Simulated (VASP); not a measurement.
# Si: dielectric tensor with PBE

Si:

```
Si
1.0
     3.84017    0.00000    0.00000
    -1.92009    3.32569    0.00000
     0.00000    0.00000   12.62367
Si
8
Direct
  0.00000 0.00000 0.00055
  0.33333 0.66667 0.24967
  0.00000 0.00000 0.50055
  0.66667 0.33333 0.74967
  0.00000 0.00000 0.18695
  0.33333 0.66667 0.43783
  0.00000 0.00000 0.68695
  0.66667 0.33333 0.93783
```

This isn't the form of Si at room conditions, which is diamond.

```json
{"Program": "VASP 6.6.1", "Task": "dielectric tensor", "Functional": "PBE", "Potentials or basis": "VASP PAW PBE potentials, release 64 (Si)", "Cutoff": "520 eV", "k mesh": "6 × 6 × 2", "Occupations": "gaussian, width 0.01 eV", "Spin": "no spin polarisation", "Dipole correction": "no", "Further INCAR settings": "ALGO = Normal; EDIFF = 1e-08"}
```

```
Band gap on the k mesh                  : 0.58 eV (least direct gap 1.28 eV)
Electronic dielectric tensor (diagonal) : 15.52, 15.52, 13.52
Born charges (mean of the diagonal)     : Si +0.02, -0.02 (each value once) e
```

Levels at points of the mesh, in eV from the valence-band top:
| k point | band 14 | band 15 | band 16 | band 17 | band 18 | band 19 |
| --- | --- | --- | --- | --- | --- | --- |
| (0.00, 0.00, 0.00) | -0.17 | 0.00 | 0.00 | 1.28 | 1.74 | 2.13 |
| (0.50, 0.00, 0.00) | -2.22 | -1.71 | -1.30 | 0.58 | 0.77 | 1.09 |
| (0.00, 0.00, 0.50) | -0.30 | -0.30 | -0.30 | 1.43 | 1.43 | 2.55 |
| (0.50, 0.00, 0.50) | -2.47 | -1.66 | -1.66 | 0.77 | 0.77 | 1.94 |

Electronic dielectric tensor:
```
15.52  0.00  0.00
 0.00 15.52  0.00
 0.00  0.00 13.52
```

Born effective charge tensors (e):
atom 1, Si
```
0.03 0.00 0.00
0.00 0.03 0.00
0.00 0.00 0.00
```
atom 2, Si
```
-0.03  0.00  0.00
 0.00 -0.03  0.00
 0.00  0.00  0.00
```
atom 3, Si
```
0.03 0.00 0.00
0.00 0.03 0.00
0.00 0.00 0.00
```
atom 4, Si
```
-0.03  0.00  0.00
 0.00 -0.03  0.00
 0.00  0.00  0.00
```
atom 5, Si
```
0.03 0.00 0.00
0.00 0.03 0.00
0.00 0.00 0.00
```
atom 6, Si
```
-0.03  0.00  0.00
 0.00 -0.03  0.00
 0.00  0.00  0.00
```
atom 7, Si
```
0.03 0.00 0.00
0.00 0.03 0.00
0.00 0.00 0.00
```
atom 8, Si
```
-0.03  0.00  0.00
 0.00 -0.03  0.00
 0.00  0.00  0.00
```

It took 16 min on 1 thread of Oxide Virtual Turin-like Processor, with other jobs on the host, peak memory 0.39 GiB.

Caveat: the gap is small at this level, which inflates the dielectric constant; semilocal functionals underestimate gaps, and a narrow one can read as zero. A k mesh can miss the band edges.
